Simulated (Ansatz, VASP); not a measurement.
# Two plane-wave programs on KAgCl2

File POSCAR:

```
KAgCl2
1.0
    2.1393940317      1.2351797201      6.8025376486
   -2.1393940317      1.2351797201      6.8025376486
    0.0000000000     -2.4703594402      6.8025376486
K Ag Cl
1 1 2
Direct
    1.0000000000      0.0000000000      0.0000000000
    0.5000000000      0.5000000000      0.5000000000
    0.2383450504      0.2383450504      0.2383450504
    0.7616549496      0.7616549496      0.7616549496
```

The input INCAR.step1:

```
PREC = Accurate
ENCUT = 520
ISMEAR = 0
SIGMA = 0.01
LREAL = F
LASPH = T
NELM = 60
NBANDS = 25
GGA = PE
ALGO = Normal
EDIFF = 1E-4
LWAVE = T
LCHARG = F
```

INCAR.step2

```
PREC = Accurate
ENCUT = 520
EDIFF = 1E-6
ISMEAR = 0
SIGMA = 0.01
LREAL = F
LASPH = T
NELM = 60
ALGO = Normal
ISIF = 2
LWAVE = F
LCHARG = F
METAGGA = R2SCAN
LMIXTAU = T
NBANDS = 25
ISTART = 1
```

File KPOINTS:

```
regular mesh
0
Gamma
  6 6 6
```

Input for Ansatz:

```yaml
crystal:
  lattice:
    - [2.1393940317, 1.2351797201, 6.8025376486]
    - [-2.1393940317, 1.2351797201, 6.8025376486]
    - [0.0, -2.4703594402, 6.8025376486]
  atoms:
    - { symbol: K, position: [1.0, 0.0, 0.0] }
    - { symbol: Ag, position: [0.5, 0.5, 0.5] }
    - { symbol: Cl, position: [0.2383450504, 0.2383450504, 0.2383450504] }
    - { symbol: Cl, position: [0.7616549496, 0.7616549496, 0.7616549496] }
kpoints:
  mp_grid: { grid: [6, 6, 6] }
hamiltonian:
  xc: r2scan
scf:
  occupations: { method: fixed }
  n_extra_bands: 5
output:
  forces: true
  stress: true
  eigenvalues: true
```

Alike in both runs: task single point; functional r2SCAN; k mesh 6 × 6 × 6; no spin polarisation.

|  | VASP | Ansatz |
| --- | --- | --- |
| version | VASP 6.6.1 | Ansatz 0.2.0 |
| potentials or method | VASP PAW PBE potentials, release 64 (K_sv, Ag, Cl) | plane waves, PAW |
| plane-wave cutoff (eV) | 520 | 500 |
| occupations | gaussian, width 0.01 eV | fixed |
| valence electrons in the cell | 34 | 42 |

|  | VASP | Ansatz | Ansatz less VASP |
| --- | --- | --- | --- |
| gap on the k mesh at the Fermi level (eV) | 3.01 | 3.06 | +0.043 |
| pressure (GPa) | -1.7 | -1.6 | +0.05 |
| traceless stress, the component that is largest in VASP (GPa) | 0.10 | 0.10 | +0.005 |
| rms of the force components (eV/Å) | 0.017 | 0.014 | -0.0028 |

VASP's potentials were made for PBE, not for r2SCAN. Atom by atom the forces differ by 0.003 eV/Å (rms over components). VASP's potentials hold 34 valence electrons a cell and Ansatz's 42, so a difference there can come from the potentials and not from the codes.
